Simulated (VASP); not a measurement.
# Fe (Im-3m) in VASP: settings compared, part 2 of 2

VASP 6.6.1. The steps go on from the part before.

## (3) Single point, revPBE, collinear spin, ferromagnetic start

This run uses another cell than the first one, of 11.57 Å³/atom, 1.044 times its volume.

Contents of INCAR:

```
PREC = Accurate ; ENCUT = 520
EDIFF = 1E-6 ; ISMEAR = -1
SIGMA = 0.05 ; LREAL = F
LASPH = T ; NELM = 150
ALGO = Normal ; ISIF = 2
LWAVE = F ; LCHARG = F
ISPIN = 2 ; MAGMOM = 3
LORBIT = 11 ; LMAXMIX = 4
GGA = RE ; NBANDS = 14
```

Contents of KPOINTS:

```
Automatic mesh
0
Gamma
  13 13 13
```

Contents of POSCAR:

```
Fe
1.0
   -1.4247912102      1.4247912102      1.4247912102
    1.4247912102     -1.4247912102      1.4247912102
    1.4247912102      1.4247912102     -1.4247912102
Fe
1
Direct
    0.0000000000      0.0000000000      0.0000000000
```

Potentials or basis: VASP PAW PBE potentials, release 64 (Fe).

Command:

```console
$ cat potpaw_PBE.64/Fe/POTCAR > POTCAR
$ mpirun -np 1 vasp_std > vasp.out
```

OUTCAR:

```text
PREC = Accurate
   ENCUT = 520
   EDIFF = 1E-6
   ISMEAR = -1
   LREAL = F
   LASPH = T
   NELM = 150
   ISIF = 2
   ISPIN = 2
   LORBIT = 11
   GGA = RE

 ion  position               nearest neighbor table
   1  0.000  0.000  0.000-

  LATTYP: Found a body centered cubic cell.
 ALAT       =     2.8495824204

  Lattice vectors:

 A1 = (  -1.4247912102,   1.4247912102,   1.4247912102)
 A2 = (   1.4247912102,  -1.4247912102,   1.4247912102)
 A3 = (   1.4247912102,   1.4247912102,  -1.4247912102)

Analysis of symmetry for initial positions (statically):
=====================================================================
 Subroutine PRICEL returns:
 Original cell was already a primitive cell.

 Routine SETGRP: Setting up the symmetry group for a
 body centered cubic supercell.

 Subroutine GETGRP returns: Found 48 space group operations
 (whereof 48 operations were pure point group operations)
 out of a pool of 48 trial point group operations.

The static configuration has the point symmetry O_h .

Analysis of symmetry for dynamics (positions and initial velocities):
=====================================================================
 Subroutine PRICEL returns:
 Original cell was already a primitive cell.

 Routine SETGRP: Setting up the symmetry group for a
 body centered cubic supercell.

 Subroutine GETGRP returns: Found 48 space group operations
 (whereof 48 operations were pure point group operations)
 out of a pool of 48 trial point group operations.

The dynamic configuration has the point symmetry O_h .

Analysis of structural, dynamic, and magnetic symmetry:
=====================================================================
 Subroutine PRICEL returns:
 Original cell was already a primitive cell.

 Routine SETGRP: Setting up the symmetry group for a
 body centered cubic supercell.

 Subroutine GETGRP returns: Found 48 space group operations
 (whereof 48 operations were pure point group operations)
 out of a pool of 48 trial point group operations.

The overall configuration has the point symmetry O_h .

 Subroutine INISYM returns: Found 48 space group operations
 (whereof 48 operations are pure point group operations),
 and found     1 'primitive' translations

----------------------------------------------------------------------------------------

                                     Primitive cell

  volume of cell :      11.5695

  direct lattice vectors                    reciprocal lattice vectors
    -1.424791210  1.424791210  1.424791210     0.000000000  0.350928611  0.350928611
     1.424791210 -1.424791210  1.424791210     0.350928611  0.000000000  0.350928611
     1.424791210  1.424791210 -1.424791210     0.350928611  0.350928611  0.000000000

  length of vectors
     2.467810766  2.467810766  2.467810766     0.496288001  0.496288001  0.496288001

  position of ions in fractional coordinates (direct lattice)
     0.000000000  0.000000000  0.000000000

  ion indices of the primitive-cell ions
   primitive index   ion index
                 1           1

----------------------------------------------------------------------------------------

 KPOINTS: Automatic mesh

Automatic generation of k-mesh.
 Grid dimensions read from file:
 generate k-points for:   13   13   13

 Generating k-lattice:

  Cartesian coordinates                     Fractional coordinates (reciprocal lattice)
     0.000000000  0.026994509  0.026994509     0.076923077  0.000000000  0.000000000
     0.026994509  0.000000000  0.026994509     0.000000000  0.076923077  0.000000000
[... 66 lines left out ...]
   POTIM  = 0.5000    time-step for ionic-motion
   TEBEG  =    0.0;   TEEND  =   0.0 temperature during run
   PSTRESS=    0.0 pullay stress
   NELECT =       8.0000    total number of electrons
   NUPDOWN=      -1.0000    fix difference up-down
   EMIN   =  10.00;   EMAX   =-10.00  energy-range for DOS
   EFERMI =   0.00;   METHOD = LEGACY
   ISMEAR =    -1;   SIGMA  =   0.05  broadening in eV -4-tet -1-fermi 0-gaus
   EFERMI_NEDOS =   21; number of points for ismear=-14 and -15
   IALGO  =     38    algorithm
   IMIX   =      4    mixing-type and parameters
     AMIX     =   0.40;   BMIX     =  1.00
     AMIX_MAG =   1.60;   BMIX_MAG =  1.00
  volume/ion in A,a.u.               =      11.57        78.07
  Fermi-wavevector in a.u.,A,eV,Ry     =   1.447661  2.735683 28.514042  2.095723
  Thomas-Fermi vector in A             =   2.565591
   LORBIT       =     11    0 simple, 1 ext, 2 COOP (PROOUT), +10 PAW based schemes
   GGA     = RE    functional components
   LHFCALC =     F    Hartree Fock is set to
   AEXX    =    0.0000 exact exchange contribution
   IVDW    =     0    specifies the selected vdW correction
   LEPSILON=     F    determine dielectric tensor
   LRPA    =     F    only Hartree local field effects (RPA)
 spin polarized calculation
  energy-cutoff  :      520.00
  volume of cell :       11.57
 maximum number of plane-waves:       323
   NGX =  9   NGY =  9   NGZ =  9

 number of electron       8.0000005 magnetization       2.1959852

 Free energy of the ion-electron system (eV)
  ---------------------------------------------------
  ext. energy  EPLUGINS =         0.00000000
  ---------------------------------------------------
  free energy    TOTEN  =        -7.85864304 eV

  energy without entropy =       -7.84905200  energy(sigma->0) =       -7.85384752

 E-fermi :   5.7053     XC(G=0): -12.9485

 val. band max:        5.6979949231   @ k =  -0.4615   0.4615   0.4615
 cond. band min:       5.7128967490   @ k =  -0.4615  -0.4615   0.3846
 fundamental gap:      0.0149018259
 Fermi energy:         5.7052857068

 spin component 1

 k-point     1 :       0.0000    0.0000    0.0000
  band No.  band energies     occupation
      1      -2.5655      1.00000
      2       3.4543      1.00000
      3       3.4543      1.00000
      4       3.4543      1.00000
      5       4.6094      1.00000
      6       4.6094      1.00000
      7      30.5785      0.00000
      8      30.5785      0.00000
      9      30.5785      0.00000
     10      35.5473      0.00000
     11      35.5473      0.00000
     12      37.7819      0.00000
     13      37.7819      0.00000
     14      37.7819      0.00000
[... 379 lines left out ...]
      3       3.0474      1.00000
      4       4.5729      1.00000
      5       4.7129      1.00000
      6       5.8327      0.07256
      7      18.9892      0.00000
      8      23.0357      0.00000
      9      24.9000      0.00000
     10      32.2809      0.00000
     11      36.2840      0.00000
     12      38.5084      0.00000
     13      40.3930      0.00000
     14      43.7708      0.00000

 [... further k-points ...]

 spin component 2

 k-point     1 :       0.0000    0.0000    0.0000
  band No.  band energies     occupation
      1      -2.4542      1.00000
      2       5.4014      0.99771
      3       5.4015      0.99771
      4       5.4015      0.99771
      5       7.4433      0.00000
      6       7.4435      0.00000
      7      30.2382      0.00000
      8      30.2382      0.00000
      9      30.2382      0.00000
     10      35.6692      0.00000
     11      35.6692      0.00000
     12      38.3755      0.00000
     13      38.3755      0.00000
     14      38.3755      0.00000
[... 379 lines left out ...]
      3       4.6496      1.00000
      4       7.2445      0.00000
      5       7.5645      0.00000
      6       7.8279      0.00000
      7      19.6944      0.00000
      8      23.3596      0.00000
      9      25.5679      0.00000
     10      32.2260      0.00000
     11      36.8021      0.00000
     12      38.6907      0.00000
     13      40.6365      0.00000
     14      44.2255      0.00000

 [... further k-points ...]
[... 5 lines left out ...]
  --------------------------------------------------------------------------------------
  -------------------------------------------------------------------------------------
  Total       -0.0176893     -0.0176893     -0.0176893      0.0000000     -0.0000000      0.0000000
  in kB       -2.4496687     -2.4496687     -2.4496687      0.0000000     -0.0000000      0.0000000
  external PRESSURE =      -2.4496687 kB  Pullay stress =       0.0000000 kB

 VOLUME and BASIS-vectors are now :
 -----------------------------------------------------------------------------
  energy-cutoff  :      520.00
  volume of cell :       11.57
      direct lattice vectors                 reciprocal lattice vectors
    -1.424791210  1.424791210  1.424791210     0.000000000  0.350928611  0.350928611
     1.424791210 -1.424791210  1.424791210     0.350928611  0.000000000  0.350928611
     1.424791210  1.424791210 -1.424791210     0.350928611  0.350928611  0.000000000

 POSITION                                       TOTAL-FORCE (eV/Angst)
 -----------------------------------------------------------------------------------
      0.00000      0.00000      0.00000         0.000000      0.000000      0.000000
 -----------------------------------------------------------------------------------
    total drift:                                0.000000      0.000000      0.000000

  FREE ENERGIE OF THE ION-ELECTRON SYSTEM (eV)
  ---------------------------------------------------
  free  energy   TOTEN  =        -7.8586430417 eV

  energy  without entropy=       -7.8490519959  energy(sigma->0) =       -7.85384752

 total charge

# of ion       s       p       d       tot
------------------------------------------
    1        0.479   0.525   6.222   7.226

 magnetization (x)

# of ion       s       p       d       tot
------------------------------------------
    1       -0.015  -0.063   2.278   2.201
```

OSZICAR:

```text
N       E                     dE             d eps       ncg     rms          rms(c)
DAV:   1     0.227146364674E+02    0.22715E+02   -0.38323E+03  5176   0.698E+02
DAV:   2    -0.774558017566E+01   -0.30460E+02   -0.27884E+02  5184   0.129E+02
DAV:   3    -0.864972312573E+01   -0.90414E+00   -0.89819E+00  5670   0.233E+01
DAV:   4    -0.865257089418E+01   -0.28478E-02   -0.28474E-02  5490   0.117E+00
DAV:   5    -0.865258473589E+01   -0.13842E-04   -0.13842E-04  5712   0.856E-02    0.111E+01
DAV:   6    -0.793209012302E+01    0.72049E+00   -0.97845E+00  5844   0.358E+01    0.550E+00
DAV:   7    -0.787141364395E+01    0.60676E-01   -0.59480E-01  5802   0.849E+00    0.325E+00
DAV:   8    -0.786496034134E+01    0.64533E-02   -0.74987E-03  5602   0.494E-01    0.142E+00
DAV:   9    -0.785858888294E+01    0.63715E-02   -0.73794E-03  6370   0.428E-01    0.281E-01
DAV:  10    -0.785860598109E+01   -0.17098E-04   -0.58037E-04  5568   0.238E-01    0.851E-02
DAV:  11    -0.785864345473E+01   -0.37474E-04   -0.17924E-04  5508   0.111E-01    0.452E-02
DAV:  12    -0.785864304172E+01    0.41301E-06   -0.43229E-06  5532   0.196E-02
   1 F= -.78586430E+01 E0= -.78538475E+01  d E =-.959105E-02  mag=     2.1961
```

It took 44 s on 1 thread of Intel Xeon 6975P-C, shared host; peak memory 0.14 GiB.

Results:

```
Free energy                                           : -7.8586 eV
Pressure                                              : -0.2 GPa
Net moment                                            : 2.20 μB per cell
Site moments                                          : Fe +2.20 μB
Valence electrons inside the program's atomic spheres : Fe 7.23
```

Levels at points of the mesh, in eV from the Fermi level:
Spin up:
```tsv
k point	band 1	band 2	band 3	band 4	band 5	band 6	band 7	band 8	band 9	band 10
(0.00, 0.00, 0.00)	-8.27	-2.25	-2.25	-2.25	-1.10	-1.10	24.87	24.87	24.87	29.84
```
Spin down:
```
           k point  band 1  band 2  band 3  band 4  band 5  band 6  band 7  band 8
(0.00, 0.00, 0.00)   -8.16   -0.30   -0.30   -0.30    1.74    1.74   24.53   24.53
```

Caveat: the PAW data sets were made with another functional, which shifts forces and pressure a little.

## (4) Single point, PBE, collinear spin, ferromagnetic start

This run uses another cell than the first one, of 12.02 Å³/atom, 1.085 times its volume.

Contents of INCAR:

```
  PREC = Accurate
  ENCUT = 520
  EDIFF = 1E-7
  ISMEAR = 0
  SIGMA = 0.013000000000000001
  LREAL = False
  LASPH = True
  NELM = 150
  ALGO = Normal
  ISIF = 2
  LWAVE = False
  LCHARG = True
  ISPIN = 2
  MAGMOM = 3
  LORBIT = 11
  LMAXMIX = 4
  GGA = PE
  LELF = True
  LVHAR = True
  NBANDS = 14
```

Contents of KPOINTS:

```
regular mesh
0
Gamma
  13 13 13
```

Contents of POSCAR:

```
Fe
1.0
   -1.4430000000      1.4430000000      1.4430000000
    1.4430000000     -1.4430000000      1.4430000000
    1.4430000000      1.4430000000     -1.4430000000
Fe
1
Direct
    0.0000000000      0.0000000000      0.0000000000
```

Command:

```console
$ cat potpaw_PBE.64/Fe/POTCAR > POTCAR
$ mpirun -np 1 vasp_std > vasp.out
```

Wall time 63 s (1 thread of Intel Xeon 6975P-C, shared host); peak memory 0.14 GiB.

It converged, with:

- Free energy: -8.2161 eV
- Pressure: -9.2 GPa
- Net moment: 2.28 μB per cell
- Site moments: Fe +2.29 μB
- Valence electrons inside the program's atomic spheres: Fe 7.16

Levels at points of the mesh, in eV from the Fermi level:
Spin up:
```
           k point  band 2  band 3  band 4  band 5  band 6  band 7  band 8  band 9
(0.00, 0.00, 0.00)   -2.18   -2.18   -2.18   -1.07   -1.07   24.53   24.53   24.53
```
Spin down:
```
           k point  band 1  band 2  band 3  band 4  band 5  band 6
(0.00, 0.00, 0.00)   -7.91   -0.16   -0.16   -0.16    1.76    1.76
```

## (5) Single point, PBE, collinear spin, ferromagnetic start

This run uses another cell than the first one, of 12.02 Å³/atom, 1.085 times its volume.

Contents of INCAR:

```
PREC = Accurate
ENCUT = 520
EDIFF = 1E-7
ISMEAR = 0
SIGMA = 0.015
LREAL = F
LASPH = T
NELM = 150
ALGO = Fast
ISIF = 2
LWAVE = F
LCHARG = F
ISPIN = 2
MAGMOM = 3
LORBIT = 11
LMAXMIX = 4
GGA = PE
NBANDS = 14
```

KPOINTS is that of step 4.

POSCAR is that of step 4.

Command:

```console
$ cat potpaw_PBE.64/Fe/POTCAR > POTCAR
$ mpirun -np 1 vasp_std > vasp.out
```

It took 65 s on 1 thread of Intel Xeon 6975P-C, shared host; peak memory 0.15 GiB.

It converged, with:

```yaml
Free_energy: -8.2162 eV
Pressure: -9.2 GPa
Net_moment: 2.28 μB per cell
Site_moments: Fe +2.29 μB
Valence_electrons_inside_the_program's_atomic_spheres: Fe 7.16
```

Levels at points of the mesh, in eV from the Fermi level:
Spin up:
```
           k point  band 1  band 2  band 3  band 4  band 5  band 6  band 7  band 8  band 9  band 10
(0.00, 0.00, 0.00)   -8.05   -2.18   -2.18   -2.18   -1.07   -1.07   24.53   24.53   24.53    29.26
```
Spin down:
| k point | band 1 | band 2 | band 3 | band 4 | band 5 | band 6 | band 7 | band 8 |
| --- | --- | --- | --- | --- | --- | --- | --- | --- |
| (0.00, 0.00, 0.00) | -7.91 | -0.16 | -0.16 | -0.16 | 1.76 | 1.76 | 24.23 | 24.23 |

## (6) The runs side by side

```csv
level,cell,smearing,gap on the mesh (eV),pressure (GPa),moment (μB)
revPBE+D4,"a = 2.433 Å, angles 109.5°, 1 atom",fermi-dirac 0.05 eV,none,-0.3,2.12
revPBE,"a = 2.468 Å, angles 109.5°, 1 atom",fermi-dirac 0.05 eV,none,-0.2,2.20
PBE,"a = 2.499 Å, angles 109.5°, 1 atom",gaussian 0.013 eV,none,-9.2,2.28
PBE,"a = 2.499 Å, angles 109.5°, 1 atom",gaussian 0.015 eV,none,-9.2,2.28
```

Alike in all rows: task single point; potentials or basis VASP PAW PBE potentials, release 64 (Fe); spin collinear, ferromagnetic start; k mesh 13 × 13 × 13; cutoff (eV) 520.

Caveats: the PAW data sets were made with another functional, which shifts forces and pressure a little (some runs); pairwise dispersion overbinds metals, which lowers pressure and volume (some runs).

Absolute energies hang on the potentials; compare differences alone.
